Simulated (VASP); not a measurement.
Wanted: the native input for a VASP 6.6.1 run.

```yaml
Task: single point
Functional: PBE
Potentials_or_basis: VASP PAW PBE potentials, release 64 (Mo_sv, S)
Cutoff: 520 eV
k_mesh: 12 × 12 × 2
Occupations: fermi-dirac, width 0.02 eV
Spin: no spin polarisation
Dipole_correction: no
Further_INCAR_settings: ALGO = Normal; EDIFF = 1e-07; NBANDS = 35
```

The structure of MoS2 lies in POSCAR:

```
MoS2
1.0
    3.0460991321      0.0000000000      0.0000000000
   -1.5230495661      2.6379992309      0.0000000000
    0.0000000000      0.0000000000     12.6619511099
Mo S
2 4
Direct
    0.3333333333      0.6666666667      0.2500000000
    0.6666666667      0.3333333333      0.7500000000
    0.6666666667      0.3333333333      0.3763259831
    0.6666666667      0.3333333333      0.1236740169
    0.3333333333      0.6666666667      0.8763259831
    0.3333333333      0.6666666667      0.6236740169
```

This cell differs from its parent crystal: epitaxial xy strain -4.0%.

One way to write it, as run:

INCAR

```
ALGO = Normal
EDIFF = 1E-7
ENCUT = 520
GGA = PE
ISIF = 2
ISMEAR = -1
LASPH = True
LCHARG = False
LREAL = False
LWAVE = False
NBANDS = 35
NELM = 80
PREC = Accurate
SIGMA = 0.02
```

KPOINTS

```
k-points
0
Gamma
  12 12 2
```

Potentials or basis: VASP PAW PBE potentials, release 64 (Mo_sv, S).

Command:

```bash
$ cat potpaw_PBE.64/Mo_sv/POTCAR potpaw_PBE.64/S/POTCAR > POTCAR
$ mpirun -np 1 vasp_std > vasp.out
```

It gave:

```yaml
Pressure: 10.9 GPa
Largest_force: 0.130 eV/Å
Band_gap_on_the_k_mesh: 1.15 eV, indirect (least direct gap 2.13 eV)
```

Caveat: the cell differs from its parent crystal (epitaxial xy strain -4.0%); this functional lacks dispersion, which binds the layers, so the pressure and a relaxed spacing across them are unreliable.

Wall time 2.4 min on 1 thread of Intel Xeon 6975P-C, with other jobs on the host, peak memory 0.28 GiB.
